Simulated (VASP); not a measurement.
A run of VASP 6.6.1 is set up as follows.

The input INCAR:

```
ALGO     = Normal         # electronic algorithm
EDIFF    = 1E-7           # SCF threshold, eV
EDIFFG   = -0.01          # ionic threshold
ENCUT    = 600            # plane-wave cutoff, eV
GGA      = CA             # functional
IBRION   = 2              # ionic algorithm
ISIF     = 3              # what is computed and relaxed
ISMEAR   = 0              # smearing method
LASPH    = T              # aspherical terms in the spheres
LCHARG   = F              # write CHGCAR
LREAL    = F              # projectors in reciprocal space
LWAVE    = F              # write WAVECAR
NELM     = 100            # most SCF steps
NSW      = 100            # ionic steps
PREC     = Accurate       # precision mode
SIGMA    = 0.05           # smearing width, eV
```

KPOINTS

```
k-points
0
Gamma
  13 13 13
```

The input POSCAR:

```
Pt
1.0
   -1.5842200000      1.5842200000      1.5842200000
    1.5842200000     -1.5842200000      1.5842200000
    1.5842200000      1.5842200000     -1.5842200000
Pt
1
Direct
    0.0000000000      0.0000000000      0.0000000000
```

Potentials or basis: VASP PAW LDA potentials, release 64 (Pt).

Run with:

```console
$ cat potpaw_LDA.64/Pt/POTCAR > POTCAR
$ mpirun -np 1 vasp_std > vasp.out
```

Estimate the space group after relaxing (to 0.05 Å).

Im-3m (No. 229).

What does it give for the band gap on the k mesh?

Zero (band 5 reaches 12.08 eV, above the bottom of band 6 at 9.83 eV).

Step by step:
| step | energy change (eV) | largest force (eV/Å) | pressure (GPa) | volume (Å³) |
| --- | --- | --- | --- | --- |
| 1 | 0.0000 | 0.0000 | -15.39 | 15.90 |
| 2 | 0.4243 | 0.0000 | 77.70 | 12.64 |
| 3 | -0.0484 | 0.0000 | -1.17 | 15.02 |
| 4 | -0.0486 | 0.0000 | -0.32 | 14.97 |
| 5 | -0.0486 | 0.0000 | 0.05 | 14.96 |

Caveat: spin-orbit coupling is left out, which moves the levels of the heavy elements.
